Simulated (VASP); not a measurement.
# Cs8MgSn8I24 (a cell with a defect) in VASP: single point with PBEsol

Aim: the single point of Cs8MgSn8I24 (a cell with a defect) with PBEsol.

Everything below comes from runs of VASP 6.6.1. Logs are shortened: lines on timing, memory, paths and dates and some standing lists are left out, and cuts for length are marked.

## 1. The cell of the first run

The cell holds a defect, 41 atoms: a = 12.314 Å, b = 12.314 Å, c = 12.314 Å, α = 90.00°, β = 90.00°, γ = 90.00°.

## 2. Single point, PBEsol

INCAR reads:

```
SYSTEM = Cs8MgSn8I24
PREC     = Accurate       ! precision mode
ENCUT    = 400            ! plane-wave cutoff, eV
EDIFF    = 1E-6           ! SCF threshold, eV
ISMEAR   = -1             ! smearing method
SIGMA    = 0.05           ! smearing width, eV
LREAL    = Auto         
LASPH    = .TRUE.         ! aspherical terms in the spheres
NELM     = 120            ! most SCF steps
ALGO     = Normal         ! electronic algorithm
ISIF     = 2              ! what is computed and relaxed
LWAVE    = .FALSE.        ! write WAVECAR
LCHARG   = .TRUE.         ! write CHGCAR
GGA      = PS             ! functional
LELF     = .TRUE.         ! ELF
LVHAR    = .TRUE.       
NBANDS   = 203            ! bands
NELECT   = 352.0        
ISYM     = -1           
GGA_COMPAT= .FALSE.
```

KPOINTS reads:

```
explicit points
1
Reciprocal
  0.25000000   0.25000000   0.25000000 1
```

POSCAR reads:

```
Cs8MgSn8I24
1.0
   12.3144620000      0.0000000000      0.0000000000
    0.0000000000     12.3144620000      0.0000000000
    0.0000000000      0.0000000000     12.3144620000
Cs Sn I Mg
8 8 24 1
Direct
    0.9862750000      0.9835670000      0.0000010000
    0.9699650000      0.9713870000      0.5016260000
    0.9745660000      0.5116500000      0.0002150000
    0.9781680000      0.5149960000      0.4991960000
    0.5128840000      0.9745720000      0.0001580000
    0.5129410000      0.9789840000      0.4990270000
    0.5218460000      0.5225260000      0.0008610000
    0.5509130000      0.5470090000      0.5006790000
    0.2366880000      0.2369330000      0.2373450000
    0.2368790000      0.2371490000      0.7598920000
    0.2510470000      0.7487070000      0.2511650000
    0.2509550000      0.7490490000      0.7500670000
    0.7482910000      0.2514500000      0.2507930000
    0.7485920000      0.2513100000      0.7501840000
    0.7522780000      0.7529340000      0.2486520000
    0.7520390000      0.7526470000      0.7516700000
    0.2898000000      0.2910570000      0.9988580000
    0.1854320000      0.1839520000      0.5006150000
    0.2504580000      0.6958480000      0.0002560000
    0.2497820000      0.7923030000      0.4997820000
    0.6950860000      0.2516730000      0.0001660000
    0.7913460000      0.2514550000      0.4996860000
    0.7513940000      0.7514710000      0.0002350000
    0.7571800000      0.7580810000      0.5001260000
    0.9897030000      0.2517950000      0.1984580000
    0.9893090000      0.2523410000      0.8013790000
    0.0014940000      0.7460680000      0.2501520000
    0.0012140000      0.7466080000      0.7508900000
    0.4810470000      0.2563280000      0.3287030000
    0.4805470000      0.2559510000      0.6675830000
    0.5013030000      0.7471070000      0.2511750000
    0.5010490000      0.7462560000      0.7489550000
    0.2540510000      0.9900800000      0.1986300000
    0.2542900000      0.9896200000      0.8014500000
    0.2538780000      0.4814300000      0.3286100000
    0.2538580000      0.4808720000      0.6676200000
    0.7435220000      0.0020480000      0.2503080000
    0.7443310000      0.0016760000      0.7508550000
    0.7491130000      0.5017900000      0.2508520000
    0.7479980000      0.5014610000      0.7494520000
    0.3398320000      0.3415860000      0.4980230000
```

Potentials or basis: VASP PAW PBE potentials, release 64 (Cs_sv, Sn_d, I, Mg).

Command:

```
$ cat potpaw_PBE.64/Cs_sv/POTCAR potpaw_PBE.64/Sn_d/POTCAR potpaw_PBE.64/I/POTCAR potpaw_PBE.64/Mg/POTCAR > POTCAR
$ mpirun -np 1 vasp_std > vasp.out
```

OUTCAR:

```text
SYSTEM = Cs8MgSn8I24
   PREC = Accurate
   ENCUT = 400
   EDIFF = 1E-6
   ISMEAR = -1
   LREAL = Auto
   LASPH = .TRUE.
   NELM = 120
   ISIF = 2
   GGA = PS
   NELECT = 352.0
   ISYM = -1

 ion  position               nearest neighbor table
   1  0.986  0.984  0.000-
   2  0.970  0.971  0.502-
   3  0.975  0.512  0.000-
   4  0.978  0.515  0.499-
   5  0.513  0.975  0.000-
   6  0.513  0.979  0.499-
   7  0.522  0.523  0.001-
   8  0.551  0.547  0.501-
   9  0.237  0.237  0.237-  17 3.08  25 3.08  33 3.08  35 3.22  29 3.22  18 3.37  41 3.68
  10  0.237  0.237  0.760-  17 3.09  26 3.10  34 3.10  36 3.22  30 3.22  18 3.32  41 3.70
  11  0.251  0.749  0.251-  33 3.04  27 3.07  31 3.08  20 3.11  19 3.16  35 3.43
  12  0.251  0.749  0.750-  34 3.03  28 3.08  32 3.08  20 3.13  19 3.15  36 3.46
  13  0.748  0.251  0.251-  25 3.04  37 3.07  39 3.08  22 3.11  21 3.16  29 3.43
  14  0.749  0.251  0.750-  26 3.03  38 3.07  40 3.08  22 3.13  21 3.15  30 3.45
  15  0.752  0.753  0.249-  23 3.06  37 3.07  27 3.07  31 3.09  39 3.09  24 3.10
  16  0.752  0.753  0.752-  23 3.06  38 3.07  28 3.07  32 3.09  40 3.09  24 3.10
  17  0.290  0.291  0.999-   9 3.08  10 3.09
[... 10 lines left out ...]
  28  0.001  0.747  0.751-  16 3.07  12 3.08
  29  0.481  0.256  0.329-  41 2.91   9 3.22  13 3.43
  30  0.481  0.256  0.668-  41 2.91  10 3.22  14 3.45
  31  0.501  0.747  0.251-  11 3.08  15 3.09
  32  0.501  0.746  0.749-  12 3.08  16 3.09
  33  0.254  0.990  0.199-  11 3.04   9 3.08
  34  0.254  0.990  0.801-  12 3.03  10 3.10
  35  0.254  0.481  0.329-  41 2.90   9 3.22  11 3.43
  36  0.254  0.481  0.668-  41 2.90  10 3.22  12 3.46
  37  0.744  0.002  0.250-  15 3.07  13 3.07
  38  0.744  0.002  0.751-  16 3.07  14 3.07
  39  0.749  0.502  0.251-  13 3.08  15 3.09
  40  0.748  0.501  0.749-  14 3.08  16 3.09
  41  0.340  0.342  0.498-  18 2.72  36 2.90  35 2.90  29 2.91  30 2.91   9 3.68  10 3.70

IMPORTANT INFORMATION: All symmetrisations will be switched off!
NOSYMM: (Re-)initialisation of all symmetry stuff for point group C_1.

----------------------------------------------------------------------------------------

                                     Primitive cell

  volume of cell :    1867.4386

  direct lattice vectors                    reciprocal lattice vectors
    12.314462000  0.000000000  0.000000000     0.081205334  0.000000000  0.000000000
     0.000000000 12.314462000  0.000000000     0.000000000  0.081205334  0.000000000
     0.000000000  0.000000000 12.314462000     0.000000000  0.000000000  0.081205334

  length of vectors
    12.314462000 12.314462000 12.314462000     0.081205334  0.081205334  0.081205334

  position of ions in fractional coordinates (direct lattice)
[... 121 lines left out ...]
   ISIF   =      2    stress and relaxation
   ISYM   =     -1    0-nonsym 1-usesym 2-fastsym
   POTIM  = 0.5000    time-step for ionic-motion
   TEBEG  =    0.0;   TEEND  =   0.0 temperature during run
   PSTRESS=    0.0 pullay stress
   NELECT =     352.0000    total number of electrons
   NUPDOWN=      -1.0000    fix difference up-down
   EMIN   =  10.00;   EMAX   =-10.00  energy-range for DOS
   EFERMI =   0.00;   METHOD = LEGACY
   ISMEAR =    -1;   SIGMA  =   0.05  broadening in eV -4-tet -1-fermi 0-gaus
   EFERMI_NEDOS =   21; number of points for ismear=-14 and -15
   IALGO  =     38    algorithm
   IMIX   =      4    mixing-type and parameters
     AMIX     =   0.40;   BMIX     =  1.00
     AMIX_MAG =   1.60;   BMIX_MAG =  1.00
  volume/ion in A,a.u.               =      45.55       307.37
  Fermi-wavevector in a.u.,A,eV,Ry     =   0.938657  1.773805 11.987781  0.881077
  Thomas-Fermi vector in A             =   2.065891
   LORBIT       =      0    0 simple, 1 ext, 2 COOP (PROOUT), +10 PAW based schemes
   GGA     = PS    functional components
   LHFCALC =     F    Hartree Fock is set to
   AEXX    =    0.0000 exact exchange contribution
   IVDW    =     0    specifies the selected vdW correction
   LEPSILON=     F    determine dielectric tensor
   LRPA    =     F    only Hartree local field effects (RPA)
 non-spin polarized calculation
  energy-cutoff  :      400.00
  volume of cell :     1867.44
 maximum number of plane-waves:     33935
 NGX is ok and might be reduce to    80
   NGX = 41   NGY = 41   NGZ = 41

 number of electron     352.0000054 magnetization

 Free energy of the ion-electron system (eV)
  ---------------------------------------------------
  ext. energy  EPLUGINS =         0.00000000
  ---------------------------------------------------
  free energy    TOTEN  =      -129.30677117 eV

  energy without entropy =     -129.30677116  energy(sigma->0) =     -129.30677117

 E-fermi :   2.7911     XC(G=0):  -7.8005

 val. band max:        1.7856904484   @ k =   0.2500   0.2500   0.2500
 cond. band min:       3.8026315183   @ k =   0.2500   0.2500   0.2500
 fundamental gap:      2.0169410698
 Fermi energy:         2.7910557472

 k-point     1 :       0.2500    0.2500    0.2500
  band No.  band energies     occupation
      1     -19.2619      2.00000
      2     -19.2580      2.00000
      3     -19.2528      2.00000
      4     -19.2499      2.00000
      5     -19.2467      2.00000
      6     -19.2454      2.00000
[... 180 lines left out ...]
    187       4.5314      0.00000
    188       4.5863      0.00000
 [bands above 188 left out]

------------------------ aborting loop because EDIFF is reached ----------------------------------------

  FORCE on cell =-STRESS in cart. coord.  units (eV):
  Direction    XX          YY          ZZ          XY          YZ          ZX
  --------------------------------------------------------------------------------------
  -------------------------------------------------------------------------------------
  Total      -17.2320672    -17.2877047    -22.8471191      1.7266414     -0.4172147     -0.4243413
  in kB      -14.7843295    -14.8320639    -19.6017885      1.4813797     -0.3579512     -0.3640655
  external PRESSURE =     -16.4060607 kB  Pullay stress =       0.0000000 kB

 VOLUME and BASIS-vectors are now :
 -----------------------------------------------------------------------------
  energy-cutoff  :      400.00
  volume of cell :     1867.44
      direct lattice vectors                 reciprocal lattice vectors
    12.314462000  0.000000000  0.000000000     0.081205334  0.000000000  0.000000000
     0.000000000 12.314462000  0.000000000     0.000000000  0.081205334  0.000000000
     0.000000000  0.000000000 12.314462000     0.000000000  0.000000000  0.081205334

 POSITION                                       TOTAL-FORCE (eV/Angst)
 -----------------------------------------------------------------------------------
     12.14545     12.11210      0.00001        -0.002021     -0.001903     -0.001712
     11.94460     11.96211      6.17725         0.004806      0.006832     -0.005633
     12.00126      6.30069      0.00265         0.002496      0.001691      0.000563
     12.04561      6.34190      6.14733         0.003905      0.002493      0.000144
      6.31589     12.00133      0.00195        -0.000006      0.002932     -0.000104
      6.31659     12.05566      6.14525        -0.000073      0.005065     -0.000156
[... 33 lines left out ...]
      9.21119      6.17522      9.22910        -0.002614      0.000878      0.003946
      4.18485      4.20645      6.13289         0.003602     -0.005969     -0.003087
 -----------------------------------------------------------------------------------
    total drift:                                0.005205     -0.006215      0.002266

  FREE ENERGIE OF THE ION-ELECTRON SYSTEM (eV)
  ---------------------------------------------------
  free  energy   TOTEN  =      -129.3067711707 eV

  energy  without entropy=     -129.3067711628  energy(sigma->0) =     -129.30677117
```

Run time: 9.9 min. Hardware: 1 thread of AMD EPYC 7R13 (Zen 3), shared host; peak memory 1 GiB.

Results:

```yaml
Free_energy: -129.3068 eV
Largest_force: 0.025 eV/Å
```

Forces on the atoms (eV/Å):
```
Cs  -0.002 -0.002 -0.002
Cs   0.005  0.007 -0.006
Cs   0.002  0.002  0.001
Cs   0.004  0.002  0.000
Cs   0.000  0.003  0.000
Cs   0.000  0.005  0.000
Cs   0.000  0.001  0.000
Cs   0.000  0.001  0.000
Sn   0.003  0.003 -0.007
Sn   0.004  0.003 -0.008
Sn   0.002 -0.009  0.002
Sn   0.001 -0.007 -0.003
Sn  -0.010  0.005  0.004
Sn  -0.007  0.003 -0.005
Sn   0.001  0.000  0.000
Sn   0.003  0.001 -0.003
I    0.001  0.002  0.009
I    0.006  0.006  0.002
I   -0.007 -0.002 -0.001
I    0.000  0.002  0.000
I    0.001 -0.007  0.002
I    0.003  0.000  0.001
I    0.004  0.005  0.000
I   -0.017 -0.017 -0.002
I    0.001 -0.001  0.001
I   -0.005  0.002 -0.001
I    0.002 -0.001  0.000
I    0.003 -0.002  0.003
I    0.001 -0.002  0.010
I   -0.001  0.000 -0.005
I   -0.001 -0.002 -0.001
I   -0.001  0.000  0.002
I   -0.001 -0.001  0.001
I    0.000 -0.002  0.000
I   -0.002  0.002  0.004
I    0.002  0.000 -0.003
I    0.002 -0.002  0.000
I    0.001  0.000  0.004
I   -0.001  0.005 -0.001
I   -0.003  0.001  0.004
Mg   0.004 -0.006 -0.003
```

Caveat: the cell carries a net charge on a neutralising background, which shifts energy and pressure; the cell is charged against a uniform background, so pressure and absolute levels hang on convention; the PAW data sets were made with another functional, which shifts forces and pressure a little; spin-orbit coupling is left out, which moves the levels of the heavy elements.
